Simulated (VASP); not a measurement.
# Cu (I4/mmm) in VASP: settings compared

The runs below take Cu through relaxation of cell and atoms, single point, with PBEsol, PBEsol+D3(BJ), PBE+D4, revPBE+U.

Everything below comes from runs of VASP 6.6.1. Logs are shortened: lines on timing, memory, paths and dates and some standing lists are left out, and cuts for length are marked.

**1. The cell of the first run**

It takes space group I4/mmm (No. 139, tetragonal). The conventional cell has a = 2.886 Å, b = 2.886 Å, c = 2.752 Å, α = 90.00°, β = 90.00°, γ = 90.00°. Cu (site symmetry 4/mmm) has 14 Cu at 2.46 to 2.89 Å within 3.2 Å.

**2. Relaxation of cell and atoms, PBEsol**

Input file INCAR:

```
SYSTEM = Cu
PREC = Accurate
ENCUT = 600
EDIFF = 1E-7
ISMEAR = -1
SIGMA = 0.05
LREAL = .FALSE.
LASPH = .TRUE.
NELM = 80
ALGO = Normal
ISIF = 3
LWAVE = .FALSE.
LCHARG = .FALSE.
GGA = PS
IBRION = 2
NSW = 60
EDIFFG = -0.01
```

Input file KPOINTS:

```
Automatic mesh
0
G
  13 13 13
  0 0 0
```

Input file POSCAR:

```
Cu
1.0
   -1.4427933200      1.4427933200      1.3760814500
    1.4427933200     -1.4427933200      1.3760814500
    1.4427933200      1.4427933200     -1.3760814500
Cu
1
Direct
    0.0000000000      0.0000000000      0.0000000000
```

Potentials or basis: VASP PAW PBE potentials, release 64 (Cu).

Run with:

```
$ cat potpaw_PBE.64/Cu/POTCAR > POTCAR
$ mpirun -np 1 vasp_std > vasp.out
```

OUTCAR:

```text
SYSTEM = Cu
   PREC = Accurate
   ENCUT = 600
   EDIFF = 1E-7
   ISMEAR = -1
   LREAL = .FALSE.
   LASPH = .TRUE.
   NELM = 80
   ISIF = 3
   GGA = PS
   IBRION = 2
   NSW = 60
   EDIFFG = -0.01

 ion  position               nearest neighbor table
   1  0.000  0.000  0.000-

  LATTYP: Found a body centered tetragonal cell.
 ALAT       =     2.8855866400
 C/A-ratio  =     0.9537620052

  Lattice vectors:

 A1 = (  -1.4427933200,   1.4427933200,   1.3760814500)
 A2 = (   1.4427933200,  -1.4427933200,   1.3760814500)
 A3 = (   1.4427933200,   1.4427933200,  -1.3760814500)

Analysis of symmetry for initial positions (statically):
=====================================================================
 Subroutine PRICEL returns:
 Original cell was already a primitive cell.

 Routine SETGRP: Setting up the symmetry group for a
 body centered tetragonal supercell.

 Subroutine GETGRP returns: Found 16 space group operations
 (whereof 16 operations were pure point group operations)
 out of a pool of 16 trial point group operations.

The static configuration has the point symmetry D_4h.

Analysis of symmetry for dynamics (positions and initial velocities):
=====================================================================
 Subroutine PRICEL returns:
 Original cell was already a primitive cell.

 Routine SETGRP: Setting up the symmetry group for a
 body centered tetragonal supercell.

 Subroutine GETGRP returns: Found 16 space group operations
 (whereof 16 operations were pure point group operations)
 out of a pool of 16 trial point group operations.

The dynamic configuration has the point symmetry D_4h.

 Subroutine INISYM returns: Found 16 space group operations
 (whereof 16 operations are pure point group operations),
 and found     1 'primitive' translations

----------------------------------------------------------------------------------------

                                     Primitive cell

  volume of cell :      11.4581

  direct lattice vectors                    reciprocal lattice vectors
    -1.442793320  1.442793320  1.376081450     0.000000000  0.346549983  0.363350585
     1.442793320 -1.442793320  1.376081450     0.346549983  0.000000000  0.363350585
     1.442793320  1.442793320 -1.376081450     0.346549983  0.346549983  0.000000000

  length of vectors
     2.461078074  2.461078074  2.461078074     0.502116060  0.502116060  0.490095685

  position of ions in fractional coordinates (direct lattice)
     0.000000000  0.000000000  0.000000000

  ion indices of the primitive-cell ions
   primitive index   ion index
                 1           1

----------------------------------------------------------------------------------------

 KPOINTS: Automatic mesh

Automatic generation of k-mesh.
 Grid dimensions read from file:
 generate k-points for:   13   13   13

 Generating k-lattice:

  Cartesian coordinates                     Fractional coordinates (reciprocal lattice)
     0.000000000  0.026657691  0.027950045     0.076923077 -0.000000000  0.000000000
     0.026657691  0.000000000  0.027950045    -0.000000000  0.076923077  0.000000000
     0.026657691  0.026657691  0.000000000     0.000000000  0.000000000  0.076923077

  Length of vectors
     0.038624312  0.038624312  0.037699668

  Shift w.r.t. Gamma in fractional coordinates (k-lattice)
     0.000000000  0.000000000  0.000000000

 Subroutine IBZKPT returns following result:
 ===========================================

 Found    196 irreducible k-points:

 Following reciprocal coordinates:
            Coordinates               Weight
  0.000000  0.000000  0.000000      1.000000
  0.076923  0.000000  0.000000      8.000000
  0.153846  0.000000  0.000000      8.000000
  0.230769 -0.000000  0.000000      8.000000
  0.307692  0.000000  0.000000      8.000000
  0.384615 -0.000000  0.000000      8.000000
[... 16 lines left out ...]
  0.384615  0.153846  0.000000     16.000000
  0.461538  0.153846  0.000000     16.000000
 [... further k-points ...]
   k-points           NKPTS =    196   k-points in BZ     NKDIM =    196   number of bands    NBANDS=      9
   number of dos      NEDOS =    301   number of ions     NIONS =      1
   total plane-waves  NPLWV =   8000
   dimension x,y,z NGX =    20 NGY =   20 NGZ =   20
   dimension x,y,z NGXF=    40 NGYF=   40 NGZF=   40
   ions per type =               1
   NGX,Y,Z   is equivalent  to a cutoff of  13.51, 13.51, 13.51 a.u.
   NGXF,Y,Z  is equivalent  to a cutoff of  27.02, 27.02, 27.02 a.u.
 SYSTEM =  Cu
   PREC   = accura    normal or accurate (medium, high low for compatibility)
   ISTART =      0    job   : 0-new  1-cont  2-samecut
   ICHARG =      2    charge: 1-file 2-atom 10-const
   ISPIN  =      1    spin polarized calculation?
   LNONCOLLINEAR =      F non collinear calculations
   LSORBIT =      F    spin-orbit coupling
   LASPH  =      T    aspherical Exc in radial PAW
   ENCUT  =  600.0 eV  44.10 Ry    6.64 a.u.   4.92  4.92  4.92*2*pi/ulx,y,z
   NELM   =     80;   NELMIN=  2; NELMDL= -5     # of ELM steps
   EDIFF  = 0.1E-06   stopping-criterion for ELM
   LREAL  =      F    real-space projection
   EDIFFG = -.1E-01   stopping-criterion for IOM
   NSW    =     60    number of steps for IOM
   IBRION =      2    ionic relax: 0-MD 1-quasi-New 2-CG
   NFREE  =      1    steps in history (QN), initial steepest desc. (CG)
   ISIF   =      3    stress and relaxation
   ISYM   =      2    0-nonsym 1-usesym 2-fastsym
   POTIM  = 0.5000    time-step for ionic-motion
   TEBEG  =    0.0;   TEEND  =   0.0 temperature during run
   PSTRESS=    0.0 pullay stress
   NELECT =      11.0000    total number of electrons
   NUPDOWN=      -1.0000    fix difference up-down
   EMIN   =  10.00;   EMAX   =-10.00  energy-range for DOS
   EFERMI =   0.00;   METHOD = LEGACY
   ISMEAR =    -1;   SIGMA  =   0.05  broadening in eV -4-tet -1-fermi 0-gaus
   EFERMI_NEDOS =   21; number of points for ismear=-14 and -15
   IALGO  =     38    algorithm
   IMIX   =      4    mixing-type and parameters
     AMIX     =   0.40;   BMIX     =  1.00
     AMIX_MAG =   1.60;   BMIX_MAG =  1.00
  volume/ion in A,a.u.               =      11.46        77.32
  Fermi-wavevector in a.u.,A,eV,Ry     =   1.614984  3.051878 35.486359  2.608174
  Thomas-Fermi vector in A             =   2.709805
   LORBIT       =      0    0 simple, 1 ext, 2 COOP (PROOUT), +10 PAW based schemes
   GGA     = PS    functional components
   LHFCALC =     F    Hartree Fock is set to
   AEXX    =    0.0000 exact exchange contribution
   IVDW    =     0    specifies the selected vdW correction
   LEPSILON=     F    determine dielectric tensor
   LRPA    =     F    only Hartree local field effects (RPA)
 conjugate gradient relaxation of ions
 non-spin polarized calculation
  energy-cutoff  :      600.00
  volume of cell :       11.46
 maximum number of plane-waves:       400
   NGX =  9   NGY =  9   NGZ =  9

--------------------------------------- Ionic step        1  -------------------------------------------

 number of electron      11.0000000 magnetization

 Free energy of the ion-electron system (eV)
  ---------------------------------------------------
  ext. energy  EPLUGINS =         0.00000000
  ---------------------------------------------------
  free energy    TOTEN  =        -4.27631050 eV

  energy without entropy =       -4.27370802  energy(sigma->0) =       -4.27500926

------------------------ aborting loop because EDIFF is reached ----------------------------------------

  FORCE on cell =-STRESS in cart. coord.  units (eV):
  Direction    XX          YY          ZZ          XY          YZ          ZX
  --------------------------------------------------------------------------------------
  -------------------------------------------------------------------------------------
  Total       -0.0407996     -0.0407996     -0.0474060      0.0000000      0.0000000      0.0000000
  in kB       -5.7049763     -5.7049763     -6.6287538      0.0000000      0.0000000      0.0000000
  external PRESSURE =      -6.0129021 kB  Pullay stress =       0.0000000 kB

 VOLUME and BASIS-vectors are now :
 -----------------------------------------------------------------------------
  energy-cutoff  :      600.00
  volume of cell :       11.46
      direct lattice vectors                 reciprocal lattice vectors
    -1.442793320  1.442793320  1.376081450     0.000000000  0.346549983  0.363350585
     1.442793320 -1.442793320  1.376081450     0.346549983  0.000000000  0.363350585
     1.442793320  1.442793320 -1.376081450     0.346549983  0.346549983  0.000000000
[... 36 lines left out ...]
 POSITION                                       TOTAL-FORCE (eV/Angst)
 -----------------------------------------------------------------------------------
      2.87991      0.00000      0.00000        -0.000000      0.000000      0.000000
 -----------------------------------------------------------------------------------
    total drift:                               -0.000000     -0.000000     -0.000000

  FREE ENERGIE OF THE ION-ELECTRON SYSTEM (eV)
  ---------------------------------------------------
  free  energy   TOTEN  =        -4.2763606405 eV

  energy  without entropy=       -4.2737870743  energy(sigma->0) =       -4.27507386

--------------------------------------- Ionic step        3  -------------------------------------------

 number of electron      11.0000000 magnetization

 Free energy of the ion-electron system (eV)
  ---------------------------------------------------
  ext. energy  EPLUGINS =         0.00000000
  ---------------------------------------------------
  free energy    TOTEN  =        -4.27639422 eV

  energy without entropy =       -4.27380952  energy(sigma->0) =       -4.27510187

 E-fermi :   7.7707     XC(G=0): -13.1085

 val. band max:        7.7478709993   @ k =  -0.3077   0.4615   0.0769
 cond. band min:       7.7866036705   @ k =  -0.2308   0.4615   0.0769
 fundamental gap:      0.0387326712
 Fermi energy:         7.7707172634

 k-point     1 :       0.0000    0.0000    0.0000
  band No.  band energies     occupation
      1      -1.8170      2.00000
      2       4.4974      2.00000
      3       4.6969      2.00000
      4       4.6969      2.00000
      5       5.5809      2.00000
      6       5.7917      2.00000
      7      32.7185      0.00000
      8      32.7185      0.00000
      9      33.9713      0.00000

 k-point     2 :       0.0769    0.0000    0.0000
  band No.  band energies     occupation
      1      -1.5796      2.00000
      2       4.5029      2.00000
      3       4.6899      2.00000
      4       4.7362      2.00000
      5       5.5811      2.00000
      6       5.7582      2.00000
      7      31.1686      0.00000
      8      32.1369      0.00000
      9      32.4412      0.00000
[... 253 lines left out ...]
 k-point    24 :       0.4615    0.1538    0.0000
  band No.  band energies     occupation
      1       2.9558      2.00000
      2       3.8702      2.00000
      3       4.9897      2.00000
      4       5.6648      2.00000
      5       6.0065      2.00000
      6       8.7075      0.00000
      7      13.3774      0.00000
      8      20.0629      0.00000
      9      25.1998      0.00000

 [... further k-points ...]
[... 5 lines left out ...]
  --------------------------------------------------------------------------------------
  -------------------------------------------------------------------------------------
  Total        0.0026943      0.0026943     -0.0012269      0.0000000     -0.0000000     -0.0000000
  in kB        0.3781960      0.3781960     -0.1722138      0.0000000     -0.0000000     -0.0000000
  external PRESSURE =       0.1947260 kB  Pullay stress =       0.0000000 kB

 VOLUME and BASIS-vectors are now :
 -----------------------------------------------------------------------------
  energy-cutoff  :      600.00
  volume of cell :       11.41
      direct lattice vectors                 reciprocal lattice vectors
    -1.441043675  1.441043675  1.374142494     0.000000000  0.346970747  0.363863284
     1.441043675 -1.441043675  1.374142494     0.346970747  0.000000000  0.363863284
     1.441043675  1.441043675 -1.374142494     0.346970747  0.346970747  0.000000000

 POSITION                                       TOTAL-FORCE (eV/Angst)
 -----------------------------------------------------------------------------------
     -0.00000      0.00000      0.00000         0.000000     -0.000000      0.000000
 -----------------------------------------------------------------------------------
    total drift:                                0.000000      0.000000      0.000000

  FREE ENERGIE OF THE ION-ELECTRON SYSTEM (eV)
  ---------------------------------------------------
  free  energy   TOTEN  =        -4.2763942230 eV

  energy  without entropy=       -4.2738095192  energy(sigma->0) =       -4.27510187

 reached required accuracy - stopping structural energy minimisation
```

It took 35 s on 1 thread of Intel Xeon Platinum 8559C (Emerald Rapids), shared host; peak memory 0.14 GiB.

Results:

```
Free energy                           : -4.2764 eV
Relaxed volume                        : 11.41 Å³/atom
Relaxed cell                          : a = 2.458 Å, b = 2.458 Å, c = 2.458 Å, α = 108.21°, β = 108.21°, γ = 112.02°
Space group after relaxing (to 0.1 Å) : I4/mmm (No. 139)
Energy gained by relaxing             : 0.1 meV/atom
Ionic steps                           : 3
Pressure after relaxing               : 0.0 GPa
Band gap on the k mesh                : zero (an odd number of electrons rules out a gap without spin polarisation)
```

Final structure:
```
Cu
1.0
    -1.44104    1.44104    1.37414
     1.44104   -1.44104    1.37414
     1.44104    1.44104   -1.37414
Cu
1
Direct
  0.00000 0.00000 0.00000
```

Caveat: the PAW data sets were made with another functional, which shifts forces and pressure a little.

**3. Relaxation of cell and atoms, PBEsol+D3(BJ)**

Input file INCAR:

```
SYSTEM = Cu
  PREC = Accurate
  ENCUT = 600
  EDIFF = 1E-6
  ISMEAR = -1
  SIGMA = 0.05
  LREAL = .False.
  LASPH = .True.
  NELM = 80
  ALGO = Fast
  ISIF = 3
  LWAVE = .False.
  LCHARG = .False.
  GGA = PS
  IVDW = 12
  IBRION = 2
  NSW = 60
  EDIFFG = -0.01
```

Input file KPOINTS:

```
Automatic mesh
0
Gamma
  13 13 13
  0 0 0
```

POSCAR is that of step 2.

Potentials or basis: VASP PAW PBE potentials, release 64 (Cu).

Run with:

```
$ cat potpaw_PBE.64/Cu/POTCAR > POTCAR
$ mpirun -np 1 vasp_std > vasp.out
```

Wall time 3.9 min (1 thread of Intel Xeon Platinum 8559C (Emerald Rapids), shared host); peak memory 0.18 GiB.

It converged, with:

- Free energy: -4.8320 eV
- Relaxed volume: 10.90 Å³/atom
- Relaxed cell: a = 2.420 Å, b = 2.420 Å, c = 2.420 Å, α = 108.52°, β = 108.52°, γ = 111.38°
- Space group after relaxing (to 0.1 Å): I4/mmm (No. 139)
- Energy gained by relaxing: 15.2 meV/atom
- Ionic steps: 37
- Pressure after relaxing: 0.0 GPa
- Band gap on the k mesh: zero (an odd number of electrons rules out a gap without spin polarisation)
- Dispersion energy per atom: -0.568 eV

The path:
| step | energy change (eV) | largest force (eV/Å) | pressure (GPa) | volume (Å³) |
| --- | --- | --- | --- | --- |
| 1 | 0.0000 | 0.0000 | -7.83 | 11.46 |
| 2 | -0.0084 | 0.0000 | 4.59 | 10.55 |
| 3 | -0.0151 | 0.0000 | -0.55 | 10.90 |
| 4 | -0.0150 | 0.0000 | 1.74 | 10.86 |
| 5 | -0.0151 | 0.0000 | -0.75 | 10.89 |
| 6 | -0.0151 | 0.0000 | 0.82 | 10.88 |
| 7 | -0.0149 | 0.0000 | -1.14 | 10.96 |
| 8 | -0.0151 | 0.0000 | -0.03 | 10.90 |
| 9 | -0.0151 | 0.0000 | -0.82 | 10.90 |
| 10 | -0.0149 | 0.0000 | 1.15 | 10.83 |
| 11 | -0.0151 | 0.0000 | 0.14 | 10.89 |
| 12 | -0.0151 | 0.0000 | -0.16 | 10.89 |
| 13 | -0.0151 | 0.0000 | 0.09 | 10.89 |
| 14 | -0.0151 | 0.0000 | -0.66 | 10.89 |
| 15 | -0.0150 | 0.0000 | 0.89 | 10.85 |
| 16 | -0.0151 | 0.0000 | -0.43 | 10.87 |
| 17 | -0.0151 | 0.0000 | 0.60 | 10.86 |
| 18 | -0.0151 | 0.0000 | -0.13 | 10.87 |
| 19 | -0.0151 | 0.0000 | 0.85 | 10.86 |
| 20 | -0.0151 | 0.0000 | 0.66 | 10.87 |
| 21 | -0.0151 | 0.0000 | 0.07 | 10.89 |
| 22 | -0.0151 | 0.0000 | 0.03 | 10.90 |
| 23 | -0.0151 | 0.0000 | -0.19 | 10.91 |
| 24 | -0.0151 | 0.0000 | -0.15 | 10.90 |
| 25 | -0.0151 | 0.0000 | 0.26 | 10.90 |
| 26 | -0.0151 | 0.0000 | 0.02 | 10.90 |
| 27 | -0.0151 | 0.0000 | -0.04 | 10.90 |
| 28 | -0.0152 | 0.0000 | -0.06 | 10.90 |
| 29 | -0.0152 | 0.0000 | -0.40 | 10.90 |
| 30 | -0.0152 | 0.0000 | 0.83 | 10.90 |
| 31 | -0.0151 | 0.0000 | -0.61 | 10.90 |
| 32 | -0.0152 | 0.0000 | -0.35 | 10.90 |
| 33 | -0.0152 | 0.0000 | -0.19 | 10.90 |
| 34 | -0.0152 | 0.0000 | -0.19 | 10.90 |
| 35 | -0.0152 | 0.0000 | -0.16 | 10.90 |
| 36 | -0.0152 | 0.0000 | 1.68 | 10.87 |
| 37 | -0.0152 | 0.0000 | -0.03 | 10.90 |

Final structure:
```
Cu
1.0
    -1.41333    1.41333    1.36392
     1.41333   -1.41333    1.36392
     1.41333    1.41333   -1.36392
Cu
1
Cartesian
  0.0000 0.0000 0.0000
```

Levels at points of the mesh, in eV from the Fermi level:
```csv
k point,band 3,band 4,band 5,band 6,band 7,band 8,band 9
"(0.00, 0.00, 0.00)",-3.26,-3.26,-2.26,-2.09,25.54,25.54,26.46
```

Caveat: the PAW data sets were made with another functional, which shifts forces and pressure a little.

(Continued in part 2 of 2.)

The gap in the log of VASP goes by the Fermi energy; the results here count the filled bands.